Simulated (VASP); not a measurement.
# BN (P-1) in VASP: single point with LDA

Aim: the single point of BN with LDA.

All numbers are computed with VASP 6.6.1; they aren't measurements. Logs are shortened: lines on timing, memory, paths and dates and some standing lists are left out, and cuts for length are marked.

## 1. The cell of the first run

The typed cell holds 4 atoms: a = 2.488 Å, b = 2.489 Å, c = 6.669 Å, α = 89.98°, β = 79.85°, γ = 120.00°.

## 2. Single point, LDA

INCAR

```
SYSTEM = BN
ALGO     = Normal         ! electronic algorithm
EDIFF    = 1E-6           ! SCF threshold, eV
ENCUT    = 520            ! plane-wave cutoff, eV
ISIF     = 2              ! what is computed and relaxed
ISMEAR   = 0              ! smearing method
LASPH    = .TRUE.         ! aspherical terms in the spheres
LCHARG   = .FALSE.        ! write CHGCAR
LREAL    = .FALSE.        ! projectors in reciprocal space
LWAVE    = .FALSE.        ! write WAVECAR
NBANDS   = 16             ! bands
NELM     = 80             ! most SCF steps
PREC     = Accurate       ! precision mode
SIGMA    = 0.05           ! smearing width, eV
```

KPOINTS

```
k-points
0
G
  12 12 4
  0 0 0
```

POSCAR

```
BN
1.0
    2.4788764319     -0.0060620923      0.2164792328
   -1.2442082751      2.1552916161      0.0027644933
    0.6016638628      0.3409917122      6.6329593115
B N
2 2
Direct
    0.1708580805      0.5854485952      0.2493567505
    0.8291420577      0.4145517508      0.7506432211
    0.4959422821      0.7479505754      0.7505210579
    0.5040575797      0.2520490786      0.2494789705
```

Potentials or basis: VASP PAW LDA potentials, release 64 (B, N).

The run is started by

```sh
> cat potpaw_LDA.64/B/POTCAR potpaw_LDA.64/N/POTCAR > POTCAR
> mpirun -np 1 vasp_std > vasp.out
```

OUTCAR:

```text
SYSTEM = BN
   EDIFF = 1E-6
   ENCUT = 520
   ISIF = 2
   ISMEAR = 0
   LASPH = .TRUE.
   LREAL = .FALSE.
   NELM = 80
   PREC = Accurate

 ion  position               nearest neighbor table
   1  0.171  0.585  0.249-   4 1.44   4 1.44   4 1.44
   2  0.829  0.415  0.751-   3 1.44   3 1.44   3 1.44
   3  0.496  0.748  0.751-   2 1.44   2 1.44   2 1.44
   4  0.504  0.252  0.249-   1 1.44   1 1.44   1 1.44

  LATTYP: Found a triclinic cell.
 ALAT       =     2.4883183823
 B/A-ratio  =     1.0001304440
 C/A-ratio  =     2.8794589490
 COS(alpha) =     0.0002661494
 COS(beta)  =     0.3568080853
 COS(gamma) =     0.5000706767

  Lattice vectors:

 A1 = (   2.4788764319,  -0.0060620923,   0.2164792328)
 A2 = (   1.2442082751,  -2.1552916161,  -0.0027644933)
 A3 = (   3.1118807259,   1.8021757193,  -6.1972363526)

Analysis of symmetry for initial positions (statically):
=====================================================================
 Subroutine PRICEL returns:
 Original cell was already a primitive cell.

 Routine SETGRP: Setting up the symmetry group for a
 triclinic supercell.

 Subroutine GETGRP returns: Found  2 space group operations
 (whereof  2 operations were pure point group operations)
 out of a pool of  2 trial point group operations.

The static configuration has the point symmetry S_2 .

Analysis of symmetry for dynamics (positions and initial velocities):
=====================================================================
 Subroutine PRICEL returns:
 Original cell was already a primitive cell.

 Routine SETGRP: Setting up the symmetry group for a
 triclinic supercell.

 Subroutine GETGRP returns: Found  2 space group operations
 (whereof  2 operations were pure point group operations)
 out of a pool of  2 trial point group operations.

The dynamic configuration has the point symmetry S_2 .

 Subroutine INISYM returns: Found  2 space group operations
 (whereof  2 operations are pure point group operations),
 and found     1 'primitive' translations

----------------------------------------------------------------------------------------

                                     Primitive cell

  volume of cell :      35.0130

  direct lattice vectors                    reciprocal lattice vectors
     2.478876432 -0.006062092  0.216479233     0.408277700  0.235753888 -0.049153936
    -1.244208275  2.155291616  0.002764493     0.003256713  0.465885475 -0.024245970
     0.601663863  0.340991712  6.632959311    -0.013326276 -0.007888449  0.152376607

  length of vectors
     2.488318382  2.488642969  6.668914753     0.474011272  0.466527329  0.153161508

  position of ions in fractional coordinates (direct lattice)
     0.170858080  0.585448595  0.249356750
     0.829142058  0.414551751  0.750643221
     0.495942282  0.747950575  0.750521058
     0.504057580  0.252049079  0.249478971

  ion indices of the primitive-cell ions
   primitive index   ion index
                 1           1
                 2           2
                 3           3
                 4           4

----------------------------------------------------------------------------------------

 KPOINTS: k-points

Automatic generation of k-mesh.
 Grid dimensions read from file:
 generate k-points for:   12   12    4

 Generating k-lattice:

  Cartesian coordinates                     Fractional coordinates (reciprocal lattice)
     0.034023142  0.019646157 -0.004096161     0.083333333 -0.000000000  0.000000000
     0.000271393  0.038823790 -0.002020497    -0.000000000  0.083333333  0.000000000
    -0.003331569 -0.001972112  0.038094152     0.000000000 -0.000000000  0.250000000

  Length of vectors
     0.039500939  0.038877277  0.038290377

  Shift w.r.t. Gamma in fractional coordinates (k-lattice)
     0.000000000  0.000000000  0.000000000

 Subroutine IBZKPT returns following result:
 ===========================================

 Found    292 irreducible k-points:

 Following reciprocal coordinates:
            Coordinates               Weight
  0.000000  0.000000  0.000000      1.000000
  0.083333  0.000000  0.000000      2.000000
  0.166667 -0.000000 -0.000000      2.000000
  0.250000  0.000000  0.000000      2.000000
  0.333333  0.000000  0.000000      2.000000
  0.416667  0.000000  0.000000      2.000000
[... 16 lines left out ...]
  0.250000  0.166667 -0.000000      2.000000
  0.333333  0.166667  0.000000      2.000000
 [... further k-points ...]
   k-points           NKPTS =    292   k-points in BZ     NKDIM =    292   number of bands    NBANDS=     16
   number of dos      NEDOS =    301   number of ions     NIONS =      4
   total plane-waves  NPLWV =  20000
   dimension x,y,z NGX =    20 NGY =   20 NGZ =   50
   dimension x,y,z NGXF=    40 NGYF=   40 NGZF=  100
   ions per type =               2   2
   NGX,Y,Z   is equivalent  to a cutoff of  13.36, 13.36, 12.46 a.u.
   NGXF,Y,Z  is equivalent  to a cutoff of  26.72, 26.72, 24.93 a.u.
 SYSTEM =  BN
   PREC   = accura    normal or accurate (medium, high low for compatibility)
   ISTART =      0    job   : 0-new  1-cont  2-samecut
   ICHARG =      2    charge: 1-file 2-atom 10-const
   ISPIN  =      1    spin polarized calculation?
   LNONCOLLINEAR =      F non collinear calculations
   LSORBIT =      F    spin-orbit coupling
   LASPH  =      T    aspherical Exc in radial PAW
   ENCUT  =  520.0 eV  38.22 Ry    6.18 a.u.   4.63  4.63 12.40*2*pi/ulx,y,z
   NELM   =     80;   NELMIN=  2; NELMDL= -5     # of ELM steps
   EDIFF  = 0.1E-05   stopping-criterion for ELM
   LREAL  =      F    real-space projection
   EDIFFG = 0.1E-04   stopping-criterion for IOM
   NSW    =      0    number of steps for IOM
   IBRION =     -1    ionic relax: 0-MD 1-quasi-New 2-CG
   NFREE  =      0    steps in history (QN), initial steepest desc. (CG)
   ISIF   =      2    stress and relaxation
   ISYM   =      2    0-nonsym 1-usesym 2-fastsym
   POTIM  = 0.5000    time-step for ionic-motion
   TEBEG  =    0.0;   TEEND  =   0.0 temperature during run
   PSTRESS=    0.0 pullay stress
   NELECT =      16.0000    total number of electrons
   NUPDOWN=      -1.0000    fix difference up-down
   EMIN   =  10.00;   EMAX   =-10.00  energy-range for DOS
   EFERMI =   0.00;   METHOD = LEGACY
   ISMEAR =     0;   SIGMA  =   0.05  broadening in eV -4-tet -1-fermi 0-gaus
   EFERMI_NEDOS =   21; number of points for ismear=-14 and -15
   IALGO  =     38    algorithm
   IMIX   =      4    mixing-type and parameters
     AMIX     =   0.40;   BMIX     =  1.00
     AMIX_MAG =   1.60;   BMIX_MAG =  1.00
  volume/ion in A,a.u.               =       8.75        59.07
  Fermi-wavevector in a.u.,A,eV,Ry     =   1.260971  2.382890 21.633918  1.590048
  Thomas-Fermi vector in A             =   2.394454
   LORBIT       =      0    0 simple, 1 ext, 2 COOP (PROOUT), +10 PAW based schemes
   GGA     = CA    functional components
   LHFCALC =     F    Hartree Fock is set to
   AEXX    =    0.0000 exact exchange contribution
   IVDW    =     0    specifies the selected vdW correction
   LEPSILON=     F    determine dielectric tensor
   LRPA    =     F    only Hartree local field effects (RPA)
 non-spin polarized calculation
 Gauss-broadening in eV      SIGMA  =   0.05
  energy-cutoff  :      520.00
  volume of cell :       35.01
 maximum number of plane-waves:       958
   NGX =  9   NGY =  9   NGZ = 25

 number of electron      16.0000002 magnetization

 Free energy of the ion-electron system (eV)
  ---------------------------------------------------
  ext. energy  EPLUGINS =         0.00000000
  ---------------------------------------------------
  free energy    TOTEN  =       -38.57681307 eV

  energy without entropy =      -38.57681307  energy(sigma->0) =      -38.57681307

 E-fermi :   2.6263     XC(G=0): -10.6704

 val. band max:        2.3497668003   @ k =   0.3333   0.2500   0.2500
 cond. band min:       6.2264579251   @ k =   0.5000   0.0000   0.0000
 fundamental gap:      3.8766911248
 Fermi energy:         2.6263254519

 k-point     1 :       0.0000    0.0000    0.0000
  band No.  band energies     occupation
      1     -15.3551      2.00000
      2     -15.0018      2.00000
      3      -4.1325      2.00000
      4      -1.7596      2.00000
      5       1.0505      2.00000
      6       1.0559      2.00000
[... 8 lines left out ...]
     15      15.1456      0.00000
     16      15.6554      0.00000

 k-point     2 :       0.0833    0.0000    0.0000
  band No.  band energies     occupation
      1     -15.2148      2.00000
      2     -14.8716      2.00000
      3      -3.9281      2.00000
      4      -1.6112      2.00000
      5       0.5094      2.00000
      6       0.5113      2.00000
[... 8 lines left out ...]
     15      15.0993      0.00000
     16      15.6760      0.00000

 k-point     3 :       0.1667   -0.0000   -0.0000
  band No.  band energies     occupation
      1     -14.8007      2.00000
      2     -14.4875      2.00000
      3      -3.3233      2.00000
      4      -1.1879      2.00000
      5      -0.8915      2.00000
      6      -0.8794      2.00000
[... 8 lines left out ...]
     15      16.2946      0.00000
     16      16.4590      0.00000

 k-point     4 :       0.2500    0.0000    0.0000
  band No.  band energies     occupation
      1     -14.1400      2.00000
      2     -13.8739      2.00000
      3      -2.7193      2.00000
      4      -2.6844      2.00000
      5      -2.3154      2.00000
      6      -0.6193      2.00000
[... 8 lines left out ...]
     15      18.4923      0.00000
     16      18.6008      0.00000
[... 324 lines left out ...]
 k-point    22 :       0.1667    0.1667    0.0000
  band No.  band energies     occupation
      1     -13.7648      2.00000
      2     -13.5157      2.00000
      3      -3.1226      2.00000
      4      -3.1079      2.00000
      5      -1.8058      2.00000
      6      -1.5843      2.00000
[... 8 lines left out ...]
     15      16.9154      0.00000
     16      17.5615      0.00000

 k-point    23 :       0.2500    0.1667   -0.0000
  band No.  band energies     occupation
      1     -12.9594      2.00000
      2     -12.7711      2.00000
      3      -4.5258      2.00000
      4      -4.4612      2.00000
      5      -2.4740      2.00000
      6      -2.3840      2.00000
[... 8 lines left out ...]
     15      17.2187      0.00000
     16      18.1569      0.00000

 k-point    24 :       0.3333    0.1667    0.0000
  band No.  band energies     occupation
      1     -12.1681      2.00000
      2     -12.0452      2.00000
      3      -5.7825      2.00000
      4      -5.6585      2.00000
      5      -3.0049      2.00000
      6      -2.8931      2.00000
[... 8 lines left out ...]
     15      17.1326      0.00000
     16      18.3446      0.00000

 [... further k-points ...]

------------------------ aborting loop because EDIFF is reached ----------------------------------------

  FORCE on cell =-STRESS in cart. coord.  units (eV):
  Direction    XX          YY          ZZ          XY          YZ          ZX
  --------------------------------------------------------------------------------------
  -------------------------------------------------------------------------------------
  Total        0.1668082      0.1625108     -0.0402640      0.0043558      0.0158000      0.0274909
  in kB        7.6330648      7.4364162     -1.8424609      0.1993212      0.7229996      1.2579721
  external PRESSURE =       4.4090067 kB  Pullay stress =       0.0000000 kB

 VOLUME and BASIS-vectors are now :
 -----------------------------------------------------------------------------
  energy-cutoff  :      520.00
  volume of cell :       35.01
      direct lattice vectors                 reciprocal lattice vectors
     2.478876432 -0.006062092  0.216479233     0.408277700  0.235753888 -0.049153936
    -1.244208275  2.155291616  0.002764493     0.003256713  0.465885475 -0.024245970
     0.601663863  0.340991712  6.632959311    -0.013326276 -0.007888449  0.152376607

 POSITION                                       TOTAL-FORCE (eV/Angst)
 -----------------------------------------------------------------------------------
     -0.15485      1.34581      1.69258        -0.000289     -0.000173      0.000398
      1.99119      1.14442      5.15962         0.000289      0.000173     -0.000398
      0.75033      1.86497      5.08760         0.000519      0.000306      0.000069
      1.08600      0.62525      1.76460        -0.000519     -0.000306     -0.000069
 -----------------------------------------------------------------------------------
    total drift:                               -0.000067      0.000470     -0.000100

  FREE ENERGIE OF THE ION-ELECTRON SYSTEM (eV)
  ---------------------------------------------------
  free  energy   TOTEN  =       -38.5768130697 eV

  energy  without entropy=      -38.5768130697  energy(sigma->0) =      -38.57681307
```

Run time: 2.2 min. Hardware: 1 thread of AMD EPYC 9R45 (Zen 5), shared host; peak memory 0.2 GiB.

What came out:

| Property | Result |
| --- | --- |
| Free energy | -38.5768 eV |
| Pressure | 0.4 GPa |
| Band gap on the k mesh | 3.88 eV (least direct gap 4.04 eV) |

Levels at points of the mesh, in eV from the valence-band top:
| k point | band 6 | band 7 | band 8 | band 9 | band 10 | band 11 |
| --- | --- | --- | --- | --- | --- | --- |
| (0.00, 0.00, 0.00) | -1.29 | -1.28 | -1.28 | 5.05 | 10.26 | 11.62 |
| (0.50, 0.00, 0.00) | -4.10 | -1.28 | -0.57 | 3.88 | 5.44 | 9.98 |
| (0.00, 0.50, 0.00) | -4.14 | -1.28 | -0.73 | 4.77 | 4.88 | 9.66 |
| (0.50, 0.50, 0.00) | -4.14 | -1.28 | -0.73 | 4.77 | 4.88 | 9.66 |
| (0.00, 0.00, 0.50) | -1.30 | -1.28 | -1.27 | 7.54 | 7.61 | 11.63 |
| (0.50, 0.00, 0.50) | -4.14 | -1.24 | -0.75 | 4.79 | 4.82 | 9.69 |
| (0.00, 0.50, 0.50) | -4.10 | -1.23 | -0.63 | 3.96 | 5.32 | 9.98 |
| (0.50, 0.50, 0.50) | -4.10 | -1.23 | -0.63 | 3.96 | 5.31 | 9.98 |

A k mesh can miss the band edges.
